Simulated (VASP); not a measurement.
**Os: single point with r2SCAN**

Crystal: Os.

```
Os
1.0
     0.00000    1.91669    1.91669
     1.91669    0.00000    1.91669
     1.91669    1.91669    0.00000
Os
1
Direct
  0.00000 0.00000 0.00000
```

This isn't the form of Os at room conditions, which is hcp.

- Program: VASP 6.6.1
- Task: single point
- Functional: r2SCAN
- Potentials or basis: VASP PAW PBE potentials, release 64 (Os)
- Cutoff: 520 eV
- k mesh: 7 × 7 × 7
- Occupations: fermi-dirac, width 0.1 eV
- Spin: no spin polarisation

```
Pressure               : 2.1 GPa
Band gap on the k mesh : zero (bands 4 and 5 overlap by 3.47 eV)
```

Levels at points of the mesh, in eV from the Fermi level:
| k point | band 1 | band 2 | band 3 | band 4 | band 5 | band 6 | band 7 | band 8 |
| --- | --- | --- | --- | --- | --- | --- | --- | --- |
| (0.00, 0.00, 0.00) | -11.15 | -2.99 | -2.99 | -2.99 | 0.13 | 0.13 | 15.03 | 21.16 |

It took 21 s on 1 thread of Intel Xeon 8259CL, on a shared host, peak memory 0.13 GiB.

Caveat: the k points lie up to 0.41 Å⁻¹ apart, too coarse for converged energies and pressures of a metal; the PAW data sets were made with another functional, which shifts forces and pressure a little; spin-orbit coupling is left out, which moves the levels of the heavy elements.
